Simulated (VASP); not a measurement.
# AlN (R3m) in VASP: single point with HSE06

Aim: the single point of AlN with HSE06.

Everything below comes from runs of VASP 6.6.1. Logs are shortened: lines on timing, memory, paths and dates and some standing lists are left out, and cuts for length are marked.

## 1. The cell of the first run

Symmetry: R3m, No. 160, trigonal system. The conventional cell has a = 3.090 Å, b = 3.090 Å, c = 7.682 Å, α = 90.00°, β = 90.00°, γ = 120.00°. Al (site symmetry 3m) has 4 N at 1.90 to 1.91 Å within 2.5 Å. N (site symmetry 3m) has 4 Al at 1.90 to 1.91 Å within 2.5 Å.

## 2. Single point, HSE06 (strain along [111] +1.5%)

The input, POSCAR:

```
AlN
1.0
    0.0218487642      2.2067251850      2.2067251850
    2.2067251850      0.0218487642      2.2067251850
    2.2067251850      2.2067251850      0.0218487642
Al N
1 1
Direct
    0.0005962931      0.0005962931      0.0005962931
    0.2494037069      0.2494037069      0.2494037069
```

The input, INCAR.step1:

```
SYSTEM = AlN
PREC = Accurate
ENCUT = 520
EDIFF = 1E-5
ISMEAR = 0
SIGMA = 0.01
LREAL = .FALSE.
LASPH = .TRUE.
NELM = 60
ALGO = Normal
ISIF = 2
LWAVE = .TRUE.
LCHARG = .FALSE.
NBANDS = 11
GGA = PE
```

The input, INCAR.step2:

```
SYSTEM = AlN
PREC = Accurate
ENCUT = 520
EDIFF = 1E-6
ISMEAR = 0
SIGMA = 0.01
LREAL = .FALSE.
LASPH = .TRUE.
NELM = 60
ALGO = Normal
ISIF = 2
LWAVE = .FALSE.
LCHARG = .FALSE.
GGA = PE
LHFCALC = .TRUE.
HFSCREEN = 0.2079
PRECFOCK = Normal
NBANDS = 11
ISTART = 1
```

The input, KPOINTS:

```
regular mesh
0
G
  8 8 8
  0 0 0
```

Potentials or basis: VASP PAW PBE potentials, release 64 (Al, N).

Started as:

```
$ cat potpaw_PBE.64/Al/POTCAR potpaw_PBE.64/N/POTCAR > POTCAR
$ cp INCAR.step1 INCAR
$ mpirun -np 1 vasp_std > vasp.out
$ cp INCAR.step2 INCAR
$ mpirun -np 1 vasp_std > vasp.out
```

OUTCAR:

```text
SYSTEM = AlN
   PREC = Accurate
   ENCUT = 520
   EDIFF = 1E-6
   ISMEAR = 0
   LREAL = .FALSE.
   LASPH = .TRUE.
   NELM = 60
   ISIF = 2
   GGA = PE
   LHFCALC = .TRUE.
   HFSCREEN = 0.2079
   PRECFOCK = Normal
   ISTART = 1

 ion  position               nearest neighbor table
   1  0.001  0.001  0.001-   2 1.90   2 1.90   2 1.90   2 1.91
   2  0.249  0.249  0.249-   1 1.90   1 1.90   1 1.90   1 1.91

  LATTYP: Found a trigonal (rhomboedric) cell.
 ALAT       =     3.1208571663
 COS(alpha) =     0.5098759986

  Lattice vectors:

 A1 = (   0.0218487642,   2.2067251850,   2.2067251850)
 A2 = (   2.2067251850,   0.0218487642,   2.2067251850)
 A3 = (   2.2067251850,   2.2067251850,   0.0218487642)

Analysis of symmetry for initial positions (statically):
=====================================================================
 Subroutine PRICEL returns:
 Original cell was already a primitive cell.

 Routine SETGRP: Setting up the symmetry group for a
 trigonal (rhombohedral) supercell.

 Subroutine GETGRP returns: Found  6 space group operations
 (whereof  6 operations were pure point group operations)
 out of a pool of 12 trial point group operations.

The static configuration has the point symmetry C_3v.

Analysis of symmetry for dynamics (positions and initial velocities):
=====================================================================
 Subroutine PRICEL returns:
 Original cell was already a primitive cell.

 Routine SETGRP: Setting up the symmetry group for a
 trigonal (rhombohedral) supercell.

 Subroutine GETGRP returns: Found  6 space group operations
 (whereof  6 operations were pure point group operations)
 out of a pool of 12 trial point group operations.

The dynamic configuration has the point symmetry C_3v.

 Subroutine INISYM returns: Found  6 space group operations
 (whereof  6 operations are pure point group operations),
 and found     1 'primitive' translations

----------------------------------------------------------------------------------------

                                     Primitive cell

  volume of cell :      21.1727

  direct lattice vectors                    reciprocal lattice vectors
     0.021848764  2.206725185  2.206725185    -0.229973215  0.227718575  0.227718575
     2.206725185  0.021848764  2.206725185     0.227718575 -0.229973215  0.227718575
     2.206725185  2.206725185  0.021848764     0.227718575  0.227718575 -0.229973215

  length of vectors
     3.120857166  3.120857166  3.120857166     0.395726141  0.395726141  0.395726141

  position of ions in fractional coordinates (direct lattice)
     0.000596293  0.000596293  0.000596293
     0.249403707  0.249403707  0.249403707

  ion indices of the primitive-cell ions
   primitive index   ion index
                 1           1
                 2           2

----------------------------------------------------------------------------------------

 KPOINTS: regular mesh

Automatic generation of k-mesh.
 Grid dimensions read from file:
 generate k-points for:    8    8    8

 Generating k-lattice:

  Cartesian coordinates                     Fractional coordinates (reciprocal lattice)
    -0.028746652  0.028464822  0.028464822     0.125000000  0.000000000 -0.000000000
     0.028464822 -0.028746652  0.028464822     0.000000000  0.125000000 -0.000000000
     0.028464822  0.028464822 -0.028746652     0.000000000  0.000000000  0.125000000

  Length of vectors
     0.049465768  0.049465768  0.049465768

  Shift w.r.t. Gamma in fractional coordinates (k-lattice)
     0.000000000  0.000000000  0.000000000

 Subroutine IBZKPT returns following result:
 ===========================================

 Found     65 irreducible k-points:

 Following reciprocal coordinates:
            Coordinates               Weight
  0.000000  0.000000  0.000000      1.000000
  0.125000 -0.000000 -0.000000      6.000000
  0.250000 -0.000000 -0.000000      6.000000
  0.375000  0.000000 -0.000000      6.000000
  0.500000 -0.000000 -0.000000      3.000000
  0.125000  0.125000 -0.000000      6.000000
[... 16 lines left out ...]
  0.250000  0.125000  0.125000      6.000000
  0.375000  0.125000  0.125000      6.000000
 [... further k-points ...]
   k-points           NKPTS =     65   k-points in BZ     NKDIM =    512   number of bands    NBANDS=     11
   number of dos      NEDOS =    301   number of ions     NIONS =      2
   total plane-waves  NPLWV =  13824
   dimension x,y,z NGX =    24 NGY =   24 NGZ =   24
   dimension x,y,z NGXF=    48 NGYF=   48 NGZF=   48
   ions per type =               1   1
   NGX,Y,Z   is equivalent  to a cutoff of  12.78, 12.78, 12.78 a.u.
   NGXF,Y,Z  is equivalent  to a cutoff of  25.57, 25.57, 25.57 a.u.
 SYSTEM =  AlN
   PREC   = accura    normal or accurate (medium, high low for compatibility)
   ISTART =      1    job   : 0-new  1-cont  2-samecut
   ICHARG =      0    charge: 1-file 2-atom 10-const
   ISPIN  =      1    spin polarized calculation?
   LNONCOLLINEAR =      F non collinear calculations
   LSORBIT =      F    spin-orbit coupling
   LASPH  =      T    aspherical Exc in radial PAW
   ENCUT  =  520.0 eV  38.22 Ry    6.18 a.u.   5.80  5.80  5.80*2*pi/ulx,y,z
   NELM   =     60;   NELMIN=  2; NELMDL=  0     # of ELM steps
   EDIFF  = 0.1E-05   stopping-criterion for ELM
   LREAL  =      F    real-space projection
   EDIFFG = 0.1E-04   stopping-criterion for IOM
   NSW    =      0    number of steps for IOM
   IBRION =     -1    ionic relax: 0-MD 1-quasi-New 2-CG
   NFREE  =      0    steps in history (QN), initial steepest desc. (CG)
   ISIF   =      2    stress and relaxation
   ISYM   =      3    0-nonsym 1-usesym 2-fastsym
   POTIM  = 0.5000    time-step for ionic-motion
   TEBEG  =    0.0;   TEEND  =   0.0 temperature during run
   PSTRESS=    0.0 pullay stress
   NELECT =       8.0000    total number of electrons
   NUPDOWN=      -1.0000    fix difference up-down
   EMIN   =  10.00;   EMAX   =-10.00  energy-range for DOS
   EFERMI =   0.00;   METHOD = LEGACY
   ISMEAR =     0;   SIGMA  =   0.01  broadening in eV -4-tet -1-fermi 0-gaus
   EFERMI_NEDOS =   21; number of points for ismear=-14 and -15
   IALGO  =     38    algorithm
   IMIX   =      1    mixing-type and parameters
     AMIX     =   0.40;   BMIX     =  1.00
     AMIX_MAG =   1.60;   BMIX_MAG =  1.00
  volume/ion in A,a.u.               =      10.59        71.44
  Fermi-wavevector in a.u.,A,eV,Ry     =   1.183530  2.236547 19.058269  1.400743
  Thomas-Fermi vector in A             =   2.319763
   LORBIT       =      0    0 simple, 1 ext, 2 COOP (PROOUT), +10 PAW based schemes
   GGA     = PE    functional components
   LHFCALC =     T    Hartree Fock is set to
   PRECFOCK=normal    Normal, Fast or Accurate (Low or Medium for compatibility)
   ENCUT4O =  -1.0   cutoff for four orbital integrals eV
   NKREDX  =     1    reduce k-point grid by
   NKREDY  =     1    reduce k-point grid by
   NKREDZ  =     1    reduce k-point grid by
   AEXX    =    0.2500 exact exchange contribution
   HFSCREEN=    0.2079 screening length (either q_TF or 0.3 A-1)
   HFSCREENC=   0.2079 screening length for correlation (either q_TF or 0.3 A-1)
   ENCUTFOCK=  -1.0 apply spherical cutoff to Coloumb kernel
   IVDW    =     0    specifies the selected vdW correction
   LEPSILON=     F    determine dielectric tensor
   LRPA    =     F    only Hartree local field effects (RPA)
 non-spin polarized calculation
 Gauss-broadening in eV      SIGMA  =   0.01
  energy-cutoff  :      520.00
  volume of cell :       21.17
 maximum number of plane-waves:       588
  NGX = 18; NGY = 18; NGZ = 18

 number of electron       8.0000000 magnetization

 Free energy of the ion-electron system (eV)
  ---------------------------------------------------
  ext. energy  EPLUGINS =         0.00000000
  ---------------------------------------------------
  free energy    TOTEN  =       -17.38796684 eV

  energy without entropy =      -17.38796684  energy(sigma->0) =      -17.38796684

 E-fermi :   5.1172     XC(G=0):  -8.9598

 val. band max:        4.9412155205   @ k =   0.0000   0.0000   0.0000
 cond. band min:       9.4345650553   @ k =   0.5000   0.5000  -0.0000
 fundamental gap:      4.4933495348
 Fermi energy:         5.1172366694

 k-point     1 :       0.0000    0.0000    0.0000
  band No.  band energies     occupation
      1     -11.4803      2.00000
      2       4.8225      2.00000
      3       4.9412      2.00000
      4       4.9412      2.00000
      5      10.2871      0.00000
      6      18.7131      0.00000
      7      19.1060      0.00000
      8      19.1060      0.00000
      9      24.3530      0.00000
     10      24.3530      0.00000
     11      25.6355      0.00000

 k-point     2 :       0.1250   -0.0000   -0.0000
  band No.  band energies     occupation
      1     -11.2396      2.00000
      2       3.6923      2.00000
      3       4.7512      2.00000
      4       4.8486      2.00000
      5      11.2592      0.00000
      6      18.4616      0.00000
      7      18.9840      0.00000
      8      19.2843      0.00000
      9      22.6366      0.00000
     10      22.7747      0.00000
     11      24.5649      0.00000

 k-point     3 :       0.2500   -0.0000   -0.0000
  band No.  band energies     occupation
      1     -10.5804      2.00000
      2       1.4438      2.00000
      3       4.5589      2.00000
      4       4.6396      2.00000
      5      12.6566      0.00000
      6      17.4610      0.00000
      7      18.6309      0.00000
      8      18.8253      0.00000
      9      22.6737      0.00000
     10      23.0003      0.00000
     11      23.7211      0.00000

 k-point     4 :       0.3750    0.0000   -0.0000
  band No.  band energies     occupation
      1      -9.7529      2.00000
      2      -0.5275      2.00000
      3       4.3846      2.00000
      4       4.4486      2.00000
      5      13.3873      0.00000
      6      16.7017      0.00000
      7      17.7630      0.00000
      8      17.9354      0.00000
      9      24.0646      0.00000
     10      24.8029      0.00000
     11      25.1960      0.00000

 k-point     5 :       0.5000   -0.0000   -0.0000
  band No.  band energies     occupation
      1      -9.3265      2.00000
      2      -1.3590      2.00000
      3       4.3169      2.00000
      4       4.3740      2.00000
      5      13.5683      0.00000
      6      16.4074      0.00000
      7      17.4080      0.00000
      8      17.5817      0.00000
      9      24.5866      0.00000
     10      26.7224      0.00000
     11      27.1351      0.00000
[... 211 lines left out ...]
 k-point    21 :       0.5000    0.5000   -0.0000
  band No.  band energies     occupation
      1      -8.6821      2.00000
      2      -0.3817      2.00000
      3       2.8972      2.00000
      4       3.0378      2.00000
      5       9.4346      0.00000
      6      14.8758      0.00000
      7      20.7550      0.00000
      8      22.4864      0.00000
      9      22.5437      0.00000
     10      30.2701      0.00000
     11      30.9046      0.00000

 k-point    22 :       0.1250    0.1250    0.1250
  band No.  band energies     occupation
      1     -11.2474      2.00000
      2       3.5816      2.00000
      3       4.8598      2.00000
      4       4.8598      2.00000
      5      11.2900      0.00000
      6      18.1992      0.00000
      7      19.2890      0.00000
      8      19.2890      0.00000
      9      22.7920      0.00000
     10      22.7920      0.00000
     11      24.5914      0.00000

 k-point    23 :       0.2500    0.1250    0.1250
  band No.  band energies     occupation
      1     -10.8708      2.00000
      2       2.5110      2.00000
      3       4.1483      2.00000
      4       4.8832      2.00000
      5      12.3702      0.00000
      6      17.8483      0.00000
      7      18.5388      0.00000
      8      19.4869      0.00000
      9      21.0430      0.00000
     10      23.2208      0.00000
     11      26.6837      0.00000

 k-point    24 :       0.3750    0.1250    0.1250
  band No.  band energies     occupation
      1     -10.1451      2.00000
      2       0.7696      2.00000
      3       3.5579      2.00000
      4       4.6675      2.00000
      5      13.5723      0.00000
      6      16.6058      0.00000
      7      18.0697      0.00000
      8      18.7276      0.00000
      9      22.1133      0.00000
     10      24.5465      0.00000
     11      26.1273      0.00000

 [... further k-points ...]
[... 5 lines left out ...]
  --------------------------------------------------------------------------------------
  -------------------------------------------------------------------------------------
  Total       -0.5074278     -0.5074278     -0.5074278     -0.2546927     -0.2546927     -0.2546927
  in kB      -38.3979602    -38.3979602    -38.3979602    -19.2730485    -19.2730485    -19.2730485
  external PRESSURE =     -38.3979602 kB  Pullay stress =       0.0000000 kB

 VOLUME and BASIS-vectors are now :
 -----------------------------------------------------------------------------
  energy-cutoff  :      520.00
  volume of cell :       21.17
      direct lattice vectors                 reciprocal lattice vectors
     0.021848764  2.206725185  2.206725185    -0.229973215  0.227718575  0.227718575
     2.206725185  0.021848764  2.206725185     0.227718575 -0.229973215  0.227718575
     2.206725185  2.206725185  0.021848764     0.227718575  0.227718575 -0.229973215

 POSITION                                       TOTAL-FORCE (eV/Angst)
 -----------------------------------------------------------------------------------
      0.00264      0.00264      0.00264        -0.000075     -0.000075     -0.000075
      1.10618      1.10618      1.10618         0.000075      0.000075      0.000075
 -----------------------------------------------------------------------------------
    total drift:                               -0.000181     -0.000181     -0.000181

  FREE ENERGIE OF THE ION-ELECTRON SYSTEM (eV)
  ---------------------------------------------------
  free  energy   TOTEN  =       -17.3879668442 eV

  energy  without entropy=      -17.3879668442  energy(sigma->0) =      -17.38796684
```

Run time: 82 min. Hardware: 1 thread of Oxide Virtual Turin-like, shared host; peak memory 0.23 GiB.

Results:

```
Free energy            : -17.3880 eV
Pressure               : -3.8 GPa
Band gap on the k mesh : 4.49 eV (least direct gap 5.35 eV)
```

Stress tensor (GPa, compression positive):
```
-3.84 -1.93 -1.93
-1.93 -3.84 -1.93
-1.93 -1.93 -3.84
```

Caveat: the cell differs from its parent crystal (strain along [111] +1.5%); the cell stands under tension; the structure was generated, so it needn't be the stable form of AlN; the PAW data sets were made with another functional, which shifts forces and pressure a little.
